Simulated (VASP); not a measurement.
# Ca (Immm) in VASP: notebook, part 2 of 2

VASP 6.6.1. Earlier steps stand in the parts before.

## 3. Single point, PBEsol (biaxial strain in the a-b plane: +3.0 %)

Input file INCAR:

```
PREC = Accurate ; ENCUT = 520
EDIFF = 1E-6 ; ISMEAR = 0
SIGMA = 0.1 ; LREAL = False
LASPH = True ; NELM = 100
ALGO = Fast ; ISIF = 2
LWAVE = False ; LCHARG = False
GGA = PS ; NBANDS = 17
```

Input file KPOINTS:

```
regular mesh
0
Gamma
  12 12 8
```

Input file POSCAR:

```
Ca
1.0
    3.9721278117      0.0000000000      0.0000000000
    0.0000000000      3.9733075434      0.0000000000
    0.0000000000      0.0000000000      5.3502375926
Ca
2
Direct
    0.0000000000      0.0000000000      0.5000000000
    0.5000000000      0.5000000000      0.0000000000
```

Potentials or basis: VASP PAW PBE potentials, release 64 (Ca_sv).

Command:

```
cat potpaw_PBE.64/Ca_sv/POTCAR > POTCAR
mpirun -np 1 vasp_std > vasp.out
```

OUTCAR:

```text
PREC = Accurate
   ENCUT = 520
   EDIFF = 1E-6
   ISMEAR = 0
   LREAL = False
   LASPH = True
   NELM = 100
   ISIF = 2
   GGA = PS

 ion  position               nearest neighbor table
   1  0.000  0.000  0.500-
   2  0.500  0.500  0.000-

  LATTYP: Found a simple orthorhombic cell.
 ALAT       =     3.9721278117
 B/A-ratio  =     1.0002970025
 C/A-ratio  =     1.3469449741

  Lattice vectors:

 A1 = (   3.9721278117,   0.0000000000,   0.0000000000)
[... 687 lines left out ...]

 [... further k-points ...]

------------------------ aborting loop because EDIFF is reached ----------------------------------------

  FORCE on cell =-STRESS in cart. coord.  units (eV):
  Direction    XX          YY          ZZ          XY          YZ          ZX
  --------------------------------------------------------------------------------------
  -------------------------------------------------------------------------------------
  Total       -0.3781218     -0.3819692     -0.2690521      0.0000000      0.0000000      0.0000000
  in kB       -7.1745358     -7.2475370     -5.1050322      0.0000000      0.0000000      0.0000000
  external PRESSURE =      -6.5090350 kB  Pullay stress =       0.0000000 kB

 VOLUME and BASIS-vectors are now :
 -----------------------------------------------------------------------------
  energy-cutoff  :      520.00
  volume of cell :       84.44
      direct lattice vectors                 reciprocal lattice vectors
     3.972127812  0.000000000  0.000000000     0.251754235  0.000000000  0.000000000
     0.000000000  3.973307543  0.000000000     0.000000000  0.251679486  0.000000000
     0.000000000  0.000000000  5.350237593     0.000000000  0.000000000  0.186907587

 POSITION                                       TOTAL-FORCE (eV/Angst)
 -----------------------------------------------------------------------------------
      0.00000      0.00000      2.67512         0.000000     -0.000000      0.000000
      1.98606      1.98665      0.00000         0.000000      0.000000     -0.000000
 -----------------------------------------------------------------------------------
    total drift:                                0.000000      0.000000     -0.000000

  FREE ENERGIE OF THE ION-ELECTRON SYSTEM (eV)
  ---------------------------------------------------
  free  energy   TOTEN  =        -4.2649057158 eV

  energy  without entropy=       -4.2499463917  energy(sigma->0) =       -4.25742605
```

stdout:

```text
POSCAR found type information on POSCAR Ca
 POSCAR found :  1 types and       2 ions
 scaLAPACK will be used
 -----------------------------------------------------------------------------
|                                                                             |
|                                                                             |
|     You enforced a specific xc type in the INCAR file but a different       |
|     I HOPE YOU KNOW WHAT YOU ARE DOING!                                     |
|                                                                             |
 -----------------------------------------------------------------------------

 LDA part: xc-table for (Slater+PW92), standard interpolation
 POSCAR, INCAR and KPOINTS ok, starting setup
 FFT: planning ... GRIDC
 FFT: planning ... GRID_SOFT
 FFT: planning ... GRID
 WAVECAR not read
 entering main loop
WARNING in EDDRMM: call to ZHEGV failed, returncode =   8  4     16
```

It took 2.9 min on 1 thread of Intel Xeon 6975P-C (Granite Rapids), shared host; peak memory 0.41 GiB.

Results:

```
Free energy            : -4.2649 eV
Pressure               : -0.7 GPa
Band gap on the k mesh : zero (bands 10 and 11 overlap by 0.37 eV)
```

Caveat: the cell differs from its parent crystal (biaxial strain in the a-b plane: +3.0 %); the PAW data sets were made with another functional, which shifts forces and pressure a little.

## 4. Single point, PBEsol (strained)

Input file INCAR:

```
SYSTEM = Ca
PREC = Accurate
ENCUT = 520
EDIFF = 1E-6
ISMEAR = 0
SIGMA = 0.1
LREAL = .FALSE.
LASPH = .TRUE.
NELM = 60
ALGO = Fast
ISIF = 2
LWAVE = .FALSE.
LCHARG = .FALSE.
GGA = PS
NBANDS = 11
```

Input file KPOINTS:

```
regular mesh
0
G
  14 14 14
  0 0 0
```

Input file POSCAR:

```
Ca
1.0
   -2.0203220706      2.0901722850      2.4278681899
    2.0203220706     -2.0901722850      2.4278681899
    2.0203220706      2.0901722850     -2.4278681899
Ca
1
Direct
    0.5000000000      0.5000000000      0.0000000000
```

Command:

```
cat potpaw_PBE.64/Ca_sv/POTCAR > POTCAR
mpirun -np 1 vasp_std > vasp.out
```

It took 2.8 min on 1 thread of Intel Xeon 8259CL, shared host; peak memory 0.31 GiB.

Results (log left out):

```
Free energy            : -2.1265 eV
Pressure               : -0.2 GPa
Band gap on the k mesh : zero (bands 5 and 6 overlap by 0.36 eV)
```

Stress tensor (GPa, compression positive):
```
-0.13  0.00  0.00
 0.00 -0.48  0.00
 0.00  0.00  0.03
```

Levels at points of the mesh, in eV from the Fermi level:
| k point | band 1 | band 2 | band 3 | band 4 | band 5 | band 6 | band 7 | band 8 | band 9 | band 10 |
| --- | --- | --- | --- | --- | --- | --- | --- | --- | --- | --- |
| (0.00, 0.00, 0.00) | -41.79 | -22.79 | -22.78 | -22.77 | -4.10 | 2.12 | 2.31 | 2.89 | 2.91 | 3.74 |
| (0.50, 0.00, 0.00) | -41.78 | -22.93 | -22.83 | -22.77 | -1.04 | -0.16 | 1.84 | 2.75 | 3.81 | 4.40 |
| (0.00, 0.50, 0.00) | -41.77 | -22.94 | -22.82 | -22.78 | -0.95 | -0.03 | 1.63 | 2.87 | 3.99 | 4.40 |
| (0.50, 0.50, 0.00) | -41.77 | -22.93 | -22.83 | -22.80 | -0.69 | 0.46 | 0.82 | 3.86 | 4.07 | 4.56 |
| (0.50, 0.50, 0.50) | -41.76 | -22.91 | -22.87 | -22.87 | -0.19 | 0.26 | 2.40 | 4.18 | 4.34 | 4.38 |

Caveat: the cell differs from its parent crystal (strained); the PAW data sets were made with another functional, which shifts forces and pressure a little.

## 5. The runs side by side

| cell | k mesh | further INCAR settings | gap on the mesh (eV) | pressure (GPa) |
| --- | --- | --- | --- | --- |
| a = 4.030, b = 4.031, c = 5.062 Å, 2 atoms, atomic positions A | 12 × 12 × 8 | ALGO = Fast; EDIFF = 1e-06; NBANDS = 17 | none | -0.3 |
| a = 3.972, b = 3.973, c = 5.350 Å, 2 atoms, atomic positions A | 12 × 12 × 8 | ALGO = Fast; EDIFF = 1e-06; NBANDS = 17 | none | -0.7 |
| a = 3.787 Å, angles 115.5, 113.0, 100.3°, 1 atom, atomic positions B | 14 × 14 × 14 | ALGO = Fast; EDIFF = 1e-06; NBANDS = 11 | none | -0.2 |

Alike in all rows: task single point; level PBEsol; potentials or basis VASP PAW PBE potentials, release 64 (Ca_sv); no spin polarisation; cutoff (eV) 520; smearing gaussian 0.1 eV.

Caveats: the PAW data sets were made with another functional, which shifts forces and pressure a little.

Total energies depend on the potentials used, so only differences within one code and one set of settings carry meaning.
